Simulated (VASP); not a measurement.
# Sb: single point with PBE

Sb:

```
Sb
1.0
     3.16000    0.00000    0.00000
     0.00000    3.16000    0.00000
     0.00000    0.00000    3.16000
Sb
1
Direct
  0.00000 0.00000 0.00000
```

```
Program             : VASP 6.6.1
Task                : single point
Functional          : PBE
Potentials or basis : VASP PAW PBE potentials, release 64 (Sb)
Cutoff              : 520 eV
k mesh              : 8 × 8 × 8
Occupations         : gaussian, width 0.026 eV
Spin                : no spin polarisation
```

```json
{
 "Pressure": "-2.3 GPa"
}
```

Levels at points of the mesh, in eV from the Fermi level:
```
           k point  band 1  band 2  band 3  band 4  band 5  band 6
(0.00, 0.00, 0.00)  -11.91    3.18    3.18    3.18    6.93    6.93
(0.50, 0.00, 0.00)   -9.69   -5.14    5.01    5.01    8.90   10.50
(0.50, 0.50, 0.00)   -7.36   -3.23   -3.23    2.44    6.84   12.45
(0.50, 0.50, 0.50)   -4.79   -1.45   -1.45   -1.45    4.97    4.97
```

Wall time 2.7 s on 1 thread of Intel(R) Xeon(R) 6975P-C (Granite Rapids) (shared host), peak memory 0.13 GiB.

Caveat: spin-orbit coupling is left out, which moves the levels of the heavy elements.
